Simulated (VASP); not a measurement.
# AlN (P3m1) in VASP: single point with LDA

Aim: the single point of AlN with LDA.

All numbers are computed with VASP 6.6.1; they aren't measurements. Logs are shortened: lines on timing, memory, paths and dates and some standing lists are left out, and cuts for length are marked.

### Step 1. The cell of the first run

It takes space group P3m1 (No. 156, trigonal). The conventional cell has a = 3.089 Å, b = 3.089 Å, c = 11.887 Å, α = 90.00°, β = 90.00°, γ = 120.00°. Within 2.5 Å of Al (site symmetry 3m) lie 3 N at 1.88 Å. Within 2.5 Å of Al (site symmetry 3m) lie 4 N at 1.88 to 1.89 Å. Within 2.5 Å of Al (site symmetry 3m) lie 4 N at 1.88 to 1.89 Å. Within 2.5 Å of Al (site symmetry 3m) lie 4 N at 1.88 to 1.89 Å. N (site symmetry 3m) has 3 Al at 1.88 Å within 2.5 Å. Within 2.5 Å of N (site symmetry 3m) lie 4 Al at 1.88 to 1.89 Å. Within 2.5 Å of N (site symmetry 3m) lie 4 Al at 1.88 to 1.89 Å. N (site symmetry 3m) has 4 Al at 1.88 to 1.89 Å within 2.5 Å.

### Step 2. Single point, LDA

INCAR

```
SYSTEM = AlN
ALGO     = Normal         ! electronic algorithm
EDIFF    = 1E-6           ! SCF threshold, eV
ENCUT    = 600            ! plane-wave cutoff, eV
GGA_COMPAT= .False.      
ISIF     = 2              ! what is computed and relaxed
ISMEAR   = 0              ! smearing method
LASPH    = .True.         ! aspherical terms in the spheres
LCHARG   = .False.        ! write CHGCAR
LREAL    = .False.        ! projectors in reciprocal space
LWAVE    = .False.        ! write WAVECAR
NBANDS   = 26             ! bands
NELM     = 120            ! most SCF steps
PREC     = Accurate       ! precision mode
SIGMA    = 0.05           ! smearing width, eV
```

KPOINTS

```
k-points
0
Gamma
  12 12 4
  0 0 0
```

POSCAR

```
AlN
1.0
   -3.0886152975      0.0000000000      0.0000000000
   -1.5443076488     -2.6748193102      0.0000000000
    0.0000000000      0.0000000000     11.8871685333
Al N
4 4
Direct
    0.3333333333      0.3333333333      0.7523278410
    0.3333333333      0.3333333333      0.3364521636
    0.6666666667      0.6666666667      0.1285143249
    0.6666666667      0.6666666667      0.5443900023
    0.3333333333      0.3333333333      0.0794235138
    0.3333333333      0.3333333333      0.4952991913
    0.6666666667      0.6666666667      0.2873613526
    0.6666666667      0.6666666667      0.7032370300
```

Potentials or basis: VASP PAW LDA potentials, release 64 (Al, N).

On the command line:

```sh
> cat potpaw_LDA.64/Al/POTCAR potpaw_LDA.64/N/POTCAR > POTCAR
> mpirun -np 1 vasp_std > vasp.out
```

OUTCAR:

```text
SYSTEM = AlN
   EDIFF = 1E-6
   ENCUT = 600
   ISIF = 2
   ISMEAR = 0
   LASPH = .True.
   LREAL = .False.
   NELM = 120
   PREC = Accurate

 ion  position               nearest neighbor table
   1  0.333  0.333  0.752-   8 1.88   8 1.88   8 1.88   4 3.05   4 3.05   4 3.05
   2  0.333  0.333  0.336-   7 1.88   7 1.88   7 1.88   6 1.89   4 3.05   3 3.05   3 3.05   4 3.05
                             3 3.05   4 3.05
   3  0.667  0.667  0.129-   5 1.88   5 1.88   5 1.88   7 1.89   2 3.05   2 3.05   2 3.05
   4  0.667  0.667  0.544-   6 1.88   6 1.88   6 1.88   8 1.89   2 3.05   1 3.05   2 3.05   1 3.05
                             2 3.05   1 3.05
   5  0.333  0.333  0.079-   3 1.88   3 1.88   3 1.88
   6  0.333  0.333  0.495-   4 1.88   4 1.88   4 1.88   2 1.89
   7  0.667  0.667  0.287-   2 1.88   2 1.88   2 1.88   3 1.89
   8  0.667  0.667  0.703-   1 1.88   1 1.88   1 1.88   4 1.89

  LATTYP: Found a hexagonal cell.
 ALAT       =     3.0886152976
 C/A-ratio  =     3.8487048040

  Lattice vectors:

 A1 = (   1.5443076488,   2.6748193102,   0.0000000000)
 A2 = (  -3.0886152975,   0.0000000000,   0.0000000000)
 A3 = (   0.0000000000,   0.0000000000,  11.8871685333)

Analysis of symmetry for initial positions (statically):
=====================================================================
 Subroutine PRICEL returns:
 Original cell was already a primitive cell.

 Routine SETGRP: Setting up the symmetry group for a
 hexagonal supercell.

 Subroutine GETGRP returns: Found  6 space group operations
 (whereof  6 operations were pure point group operations)
 out of a pool of 24 trial point group operations.

The static configuration has the point symmetry C_3v.

Analysis of symmetry for dynamics (positions and initial velocities):
=====================================================================
 Subroutine PRICEL returns:
 Original cell was already a primitive cell.

 Routine SETGRP: Setting up the symmetry group for a
 hexagonal supercell.

 Subroutine GETGRP returns: Found  6 space group operations
 (whereof  6 operations were pure point group operations)
 out of a pool of 24 trial point group operations.

The dynamic configuration has the point symmetry C_3v.

 Subroutine INISYM returns: Found  6 space group operations
 (whereof  6 operations are pure point group operations),
 and found     1 'primitive' translations

----------------------------------------------------------------------------------------

                                     Primitive cell

  volume of cell :      98.2057

  direct lattice vectors                    reciprocal lattice vectors
    -3.088615298  0.000000000  0.000000000    -0.323769684  0.186928514  0.000000000
    -1.544307649 -2.674819310  0.000000000     0.000000000 -0.373857029  0.000000000
     0.000000000  0.000000000 11.887168533     0.000000000  0.000000000  0.084124323

  length of vectors
     3.088615298  3.088615298 11.887168533     0.373857029  0.373857029  0.084124323

  position of ions in fractional coordinates (direct lattice)
     0.333333333  0.333333333  0.752327841
     0.333333333  0.333333333  0.336452164
     0.666666667  0.666666667  0.128514325
     0.666666667  0.666666667  0.544390002
     0.333333333  0.333333333  0.079423514
     0.333333333  0.333333333  0.495299191
     0.666666667  0.666666667  0.287361353
     0.666666667  0.666666667  0.703237030

  ion indices of the primitive-cell ions
   primitive index   ion index
                 1           1
                 2           2
                 3           3
                 4           4
                 5           5
                 6           6
                 7           7
                 8           8

----------------------------------------------------------------------------------------

 KPOINTS: k-points

Automatic generation of k-mesh.
 Grid dimensions read from file:
 generate k-points for:   12   12    4

 Generating k-lattice:

  Cartesian coordinates                     Fractional coordinates (reciprocal lattice)
    -0.026980807  0.015577376  0.000000000     0.083333333  0.000000000  0.000000000
     0.000000000 -0.031154752  0.000000000     0.000000000  0.083333333  0.000000000
     0.000000000  0.000000000  0.021031081     0.000000000  0.000000000  0.250000000

  Length of vectors
     0.031154752  0.031154752  0.021031081

  Shift w.r.t. Gamma in fractional coordinates (k-lattice)
     0.000000000  0.000000000  0.000000000

 Subroutine IBZKPT returns following result:
 ===========================================

 Found     69 irreducible k-points:

 Following reciprocal coordinates:
            Coordinates               Weight
  0.000000  0.000000  0.000000      1.000000
  0.083333  0.000000  0.000000      6.000000
  0.166667 -0.000000  0.000000      6.000000
  0.250000  0.000000  0.000000      6.000000
  0.333333  0.000000  0.000000      6.000000
  0.416667  0.000000  0.000000      6.000000
[... 16 lines left out ...]
  0.166667 -0.000000  0.250000      6.000000
  0.166667  0.166667  0.250000      6.000000
 [... further k-points ...]
   k-points           NKPTS =     69   k-points in BZ     NKDIM =     69   number of bands    NBANDS=     26
   number of dos      NEDOS =    301   number of ions     NIONS =      8
   total plane-waves  NPLWV =  75264
   dimension x,y,z NGX =    28 NGY =   28 NGZ =   96
   dimension x,y,z NGXF=    56 NGYF=   56 NGZF=  192
   ions per type =               4   4
   NGX,Y,Z   is equivalent  to a cutoff of  15.07, 15.07, 13.43 a.u.
   NGXF,Y,Z  is equivalent  to a cutoff of  30.14, 30.14, 26.85 a.u.
 SYSTEM =  AlN
   PREC   = accura    normal or accurate (medium, high low for compatibility)
   ISTART =      0    job   : 0-new  1-cont  2-samecut
   ICHARG =      2    charge: 1-file 2-atom 10-const
   ISPIN  =      1    spin polarized calculation?
   LNONCOLLINEAR =      F non collinear calculations
   LSORBIT =      F    spin-orbit coupling
   LASPH  =      T    aspherical Exc in radial PAW
   ENCUT  =  600.0 eV  44.10 Ry    6.64 a.u.   6.17  6.17 23.74*2*pi/ulx,y,z
   NELM   =    120;   NELMIN=  2; NELMDL= -5     # of ELM steps
   EDIFF  = 0.1E-05   stopping-criterion for ELM
   LREAL  =      F    real-space projection
   EDIFFG = 0.1E-04   stopping-criterion for IOM
   NSW    =      0    number of steps for IOM
   IBRION =     -1    ionic relax: 0-MD 1-quasi-New 2-CG
   NFREE  =      0    steps in history (QN), initial steepest desc. (CG)
   ISIF   =      2    stress and relaxation
   ISYM   =      2    0-nonsym 1-usesym 2-fastsym
   POTIM  = 0.5000    time-step for ionic-motion
   TEBEG  =    0.0;   TEEND  =   0.0 temperature during run
   PSTRESS=    0.0 pullay stress
   NELECT =      32.0000    total number of electrons
   NUPDOWN=      -1.0000    fix difference up-down
   EMIN   =  10.00;   EMAX   =-10.00  energy-range for DOS
   EFERMI =   0.00;   METHOD = LEGACY
   ISMEAR =     0;   SIGMA  =   0.05  broadening in eV -4-tet -1-fermi 0-gaus
   EFERMI_NEDOS =   21; number of points for ismear=-14 and -15
   IALGO  =     38    algorithm
   IMIX   =      4    mixing-type and parameters
     AMIX     =   0.40;   BMIX     =  1.00
     AMIX_MAG =   1.60;   BMIX_MAG =  1.00
  volume/ion in A,a.u.               =      12.28        82.84
  Fermi-wavevector in a.u.,A,eV,Ry     =   1.126538  2.128849 17.266995  1.269088
  Thomas-Fermi vector in A             =   2.263220
   LORBIT       =      0    0 simple, 1 ext, 2 COOP (PROOUT), +10 PAW based schemes
   GGA     = CA    functional components
   LHFCALC =     F    Hartree Fock is set to
   AEXX    =    0.0000 exact exchange contribution
   IVDW    =     0    specifies the selected vdW correction
   LEPSILON=     F    determine dielectric tensor
   LRPA    =     F    only Hartree local field effects (RPA)
 non-spin polarized calculation
 Gauss-broadening in eV      SIGMA  =   0.05
  energy-cutoff  :      600.00
  volume of cell :       98.21
 maximum number of plane-waves:      3312
 NGX is ok and might be reduce to    28
   NGX = 13   NGY = 13   NGZ = 47

 number of electron      32.0000003 magnetization

 Free energy of the ion-electron system (eV)
  ---------------------------------------------------
  ext. energy  EPLUGINS =         0.00000000
  ---------------------------------------------------
  free energy    TOTEN  =       -62.06320913 eV

  energy without entropy =      -62.06175489  energy(sigma->0) =      -62.06248201

 E-fermi :   5.8023     XC(G=0): -10.3165

 val. band max:        5.7993890541   @ k =   0.0000   0.0000   0.5000
 cond. band min:       5.8280978030   @ k =   0.0833   0.0000   0.5000
 fundamental gap:      0.0287087489
 Fermi energy:         5.8022784579

 k-point     1 :       0.0000    0.0000    0.0000
  band No.  band energies     occupation
      1     -12.1481      2.00000
      2     -10.7885      2.00000
      3      -9.4880      2.00000
      4      -7.2980      2.00000
      5      -2.5384      2.00000
      6      -0.2845      2.00000
[... 18 lines left out ...]
     25      14.7469      0.00000
     26      14.9588      0.00000

 k-point     2 :       0.0833    0.0000    0.0000
  band No.  band energies     occupation
      1     -12.0631      2.00000
      2     -10.7096      2.00000
      3      -9.4131      2.00000
      4      -7.2264      2.00000
      5      -2.4453      2.00000
      6      -0.2705      2.00000
[... 18 lines left out ...]
     25      14.3051      0.00000
     26      14.9411      0.00000

 k-point     3 :       0.1667   -0.0000    0.0000
  band No.  band energies     occupation
      1     -11.8177      2.00000
      2     -10.4832      2.00000
      3      -9.1992      2.00000
      4      -7.0226      2.00000
      5      -2.1785      2.00000
      6      -0.4178      2.00000
[... 18 lines left out ...]
     25      14.4180      0.00000
     26      14.5987      0.00000

 k-point     4 :       0.2500    0.0000    0.0000
  band No.  band energies     occupation
      1     -11.4435      2.00000
      2     -10.1446      2.00000
      3      -8.8812      2.00000
      4      -6.7222      2.00000
      5      -1.7953      2.00000
      6      -1.2107      2.00000
[... 18 lines left out ...]
     25      14.3086      0.00000
     26      15.0372      0.00000

 k-point     5 :       0.3333    0.0000    0.0000
  band No.  band energies     occupation
      1     -11.0062      2.00000
      2      -9.7635      2.00000
      3      -8.5266      2.00000
      4      -6.3916      2.00000
      5      -2.1648      2.00000
      6      -1.5639      2.00000
[... 18 lines left out ...]
     25      14.3922      0.00000
     26      14.6048      0.00000

 k-point     6 :       0.4167    0.0000    0.0000
  band No.  band energies     occupation
      1     -10.6246      2.00000
      2      -9.4518      2.00000
      3      -8.2378      2.00000
      4      -6.1277      2.00000
      5      -2.8677      2.00000
      6      -1.8922      2.00000
[... 427 lines left out ...]
 k-point    21 :       0.0833    0.0000    0.2500
  band No.  band energies     occupation
      1     -12.0631      2.00000
      2     -10.7099      2.00000
      3      -9.4123      2.00000
      4      -7.2277      2.00000
      5      -2.4337      2.00000
      6      -0.3162      2.00000
[... 18 lines left out ...]
     25      14.2739      0.00000
     26      14.9002      0.00000

 k-point    22 :       0.0833    0.0833    0.2500
  band No.  band energies     occupation
      1     -12.0631      2.00000
      2     -10.7099      2.00000
      3      -9.4123      2.00000
      4      -7.2277      2.00000
      5      -2.4337      2.00000
      6      -0.3163      2.00000
[... 18 lines left out ...]
     25      14.2879      0.00000
     26      14.9185      0.00000

 k-point    23 :       0.1667   -0.0000    0.2500
  band No.  band energies     occupation
      1     -11.8177      2.00000
      2     -10.4835      2.00000
      3      -9.1985      2.00000
      4      -7.0236      2.00000
      5      -2.1694      2.00000
      6      -0.4412      2.00000
[... 18 lines left out ...]
     25      14.2521      0.00000
     26      14.5977      0.00000

 k-point    24 :       0.1667    0.1667    0.2500
  band No.  band energies     occupation
      1     -11.8177      2.00000
      2     -10.4835      2.00000
      3      -9.1985      2.00000
      4      -7.0236      2.00000
      5      -2.1696      2.00000
      6      -0.4426      2.00000
[... 18 lines left out ...]
     25      14.4912      0.00000
     26      14.5983      0.00000

 [... further k-points ...]

------------------------ aborting loop because EDIFF is reached ----------------------------------------

  FORCE on cell =-STRESS in cart. coord.  units (eV):
  Direction    XX          YY          ZZ          XY          YZ          ZX
  --------------------------------------------------------------------------------------
  -------------------------------------------------------------------------------------
  Total       -0.3414610     -0.3414610     -3.3318653     -0.0000000      0.0000000     -0.0000000
  in kB       -5.5707677     -5.5707677    -54.3577315     -0.0000000      0.0000000     -0.0000000
  external PRESSURE =     -21.8330890 kB  Pullay stress =       0.0000000 kB

 VOLUME and BASIS-vectors are now :
 -----------------------------------------------------------------------------
  energy-cutoff  :      600.00
  volume of cell :       98.21
      direct lattice vectors                 reciprocal lattice vectors
    -3.088615298  0.000000000  0.000000000    -0.323769684  0.186928514  0.000000000
    -1.544307649 -2.674819310  0.000000000     0.000000000 -0.373857029  0.000000000
     0.000000000  0.000000000 11.887168533     0.000000000  0.000000000  0.084124323

 POSITION                                       TOTAL-FORCE (eV/Angst)
 -----------------------------------------------------------------------------------
     -1.54431     -0.89161      8.94305        -0.000000      0.000000      0.220544
     -1.54431     -0.89161      3.99946        -0.000000     -0.000000     -1.474955
     -3.08862     -1.78321      1.52767        -0.000000     -0.000000     -2.488059
     -3.08862     -1.78321      6.47126        -0.000000     -0.000000     -1.404867
     -1.54431     -0.89161      0.94412         0.000000      0.000000      1.105356
     -1.54431     -0.89161      5.88770        -0.000000      0.000000      1.298677
     -3.08862     -1.78321      3.41591         0.000000      0.000000      1.519968
     -3.08862     -1.78321      8.35950        -0.000000      0.000000      1.223335
 -----------------------------------------------------------------------------------
    total drift:                               -0.000000     -0.000000     -0.001347

  FREE ENERGIE OF THE ION-ELECTRON SYSTEM (eV)
  ---------------------------------------------------
  free  energy   TOTEN  =       -62.0632091340 eV

  energy  without entropy=      -62.0617548885  energy(sigma->0) =      -62.06248201
```

Run time: 2 min. Hardware: 1 thread of Intel Xeon 6975P-C (Granite Rapids), shared host; peak memory 0.31 GiB.

What came out:

| Item | Value |
| --- | --- |
| Free energy | -62.0632 eV |
| Pressure | -2.2 GPa |
| Largest force | 2.488 eV/Å |
| Band gap on the k mesh | zero (bands 16 and 17 overlap by 0.11 eV) |

Forces in eV/Å, atoms in the order of the input:
```
Al   0.000  0.000  0.221
Al   0.000  0.000 -1.475
Al   0.000  0.000 -2.488
Al   0.000  0.000 -1.405
N    0.000  0.000  1.105
N    0.000  0.000  1.299
N    0.000  0.000  1.520
N    0.000  0.000  1.223
```

Caveat: semilocal functionals underestimate gaps, so a narrow gap can read as zero; forces of over 1 eV/Å act on the atoms, so gaps and moduli don't describe the material at rest.
